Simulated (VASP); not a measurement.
A run of VASP 6.6.1 is set up as follows.

INCAR

```
ALGO = Normal
EDIFF = 1E-6
ENCUT = 520
GGA = RE
ISIF = 2
ISMEAR = -1
IVDW = 13
LASPH = T
LCHARG = T
LELF = T
LREAL = F
LVHAR = T
LWAVE = F
NBANDS = 12
NELM = 80
PREC = Accurate
SIGMA = 0.05
```

The input KPOINTS:

```
k-points
0
Gamma
  9 9 9
```

File POSCAR:

```
As
1.0
    1.8828524181      1.0870653504      3.3005999880
   -1.8828524181      1.0870653504      3.3005999880
    0.0000000000     -2.1741307009      3.3005999880
As
2
Direct
    0.2316400896      0.2316400896      0.2316400896
    0.7683599104      0.7683599104      0.7683599104
```

Potentials or basis: VASP PAW PBE potentials, release 64 (As).

Run with:

```bash
$ cat potpaw_PBE.64/As/POTCAR > POTCAR
$ mpirun -np 1 vasp_std > vasp.out
```

Problem. What does it give for the largest force?

Solution. 0.044 eV/Å.

Problem. Estimate the pressure.

Solution. 0.3 GPa.

Problem. Predict the dispersion energy per atom.

Solution. -0.846 eV.

Problem. Estimate the band gap on the k mesh.

Solution. 0.04 eV, indirect (least direct gap 0.59 eV).

Forces in eV/Å, atoms in the order of the input:
```
As   0.000  0.000  0.044
As   0.000  0.000 -0.044
```

Caveat: the PAW data sets were made with another functional, which shifts forces and pressure a little. A k mesh can miss the band edges.
